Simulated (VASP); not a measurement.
Input of a VASP 6.6.1 run:

The input INCAR:

```
SYSTEM = TeRu
PREC = Accurate
ENCUT = 520
EDIFF = 1E-7
ISMEAR = 0
SIGMA = 0.05
LREAL = .False.
LASPH = .True.
NELM = 150
ALGO = Normal
ISIF = 2
LWAVE = .False.
LCHARG = .True.
LMAXMIX = 4
LDAU = .True.
LDAUTYPE = 2
LDAUL = 2 -1
LDAUU = 2 0
LDAUJ = 0 0
LDAUPRINT = 1
GGA = CA
LELF = .True.
LVHAR = .True.
NBANDS = 17
```

File KPOINTS:

```
regular mesh
0
Gamma
  6 6 5
  0 0 0
```

File POSCAR:

```
TeRu
1.0
    3.7950828900      0.0000000000      0.0000000000
   -1.8975414500      3.2866381900      0.0000000000
    0.0000000000      0.0000000000      3.7038128800
Ru Te
1 1
Direct
    0.0000000000      0.0000000000      0.0000000000
    0.6666666667      0.3333333333      0.5000000000
```

Potentials or basis: VASP PAW LDA potentials, release 64 (Ru_pv, Te).

Launch:

```console
$ cat potpaw_LDA.64/Ru_pv/POTCAR potpaw_LDA.64/Te/POTCAR > POTCAR
$ mpirun -np 1 vasp_std > vasp.out
```

(1) Estimate the pressure.

(2) Estimate the band gap on the k mesh.

Results:

(1) -20.2 GPa.

(2) zero (bands 10 and 11 overlap by 0.91 eV).

Caveat: the cell stands under tension; spin-orbit coupling is left out, which moves the levels of the heavy elements; U without spin polarisation on a metal has little footing; the U is typed as a test and isn't derived for this compound.
